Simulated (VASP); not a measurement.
Input of a VASP 6.6.1 run:

The input INCAR:

```
PREC = Accurate ; ENCUT = 520
EDIFF = 1E-6 ; ISMEAR = 0
SIGMA = 0.02 ; LREAL = False
LASPH = True ; NELM = 60
ALGO = Normal ; ISIF = 2
LWAVE = False ; LCHARG = False
GGA = PS ; NBANDS = 45
```

Contents of KPOINTS:

```
regular mesh
0
Gamma
  6 6 6
```

The input POSCAR:

```
Si3N4
1.0
   -3.3317251921      3.3317251921      3.3317251921
    3.3317251921     -3.3317251921      3.3317251921
    3.3317251921      3.3317251921     -3.3317251921
Si N
6 8
Direct
    0.2500000000      0.1250000000      0.8750000000
    0.8750000000      0.2500000000      0.1250000000
    0.7500000000      0.3750000000      0.6250000000
    0.6250000000      0.7500000000      0.3750000000
    0.1250000000      0.8750000000      0.2500000000
    0.3750000000      0.6250000000      0.7500000000
    0.5679681617      0.5679681617      0.5679681617
    0.4320318383      0.5000000000      0.0000000000
    0.5000000000      0.0000000000      0.9320318383
    0.0000000000      0.4320318383      0.5000000000
    0.9320318383      0.5000000000      0.0000000000
    0.0679681617      0.0679681617      0.0679681617
    0.0000000000      0.9320318383      0.5000000000
    0.5000000000      0.0000000000      0.4320318383
```

Potentials or basis: VASP PAW PBE potentials, release 64 (Si, N).

Run with:

```console
$ cat potpaw_PBE.64/Si/POTCAR potpaw_PBE.64/N/POTCAR > POTCAR
$ mpirun -np 1 vasp_std > vasp.out
```

(1) What does it give for the band gap on the k mesh?

(2) Predict the pressure.

Results:

(1) 3.57 eV (least direct gap 3.65 eV).

(2) -20.7 GPa.

Caveat: the cell stands under tension; the PAW data sets were made with another functional, which shifts forces and pressure a little.
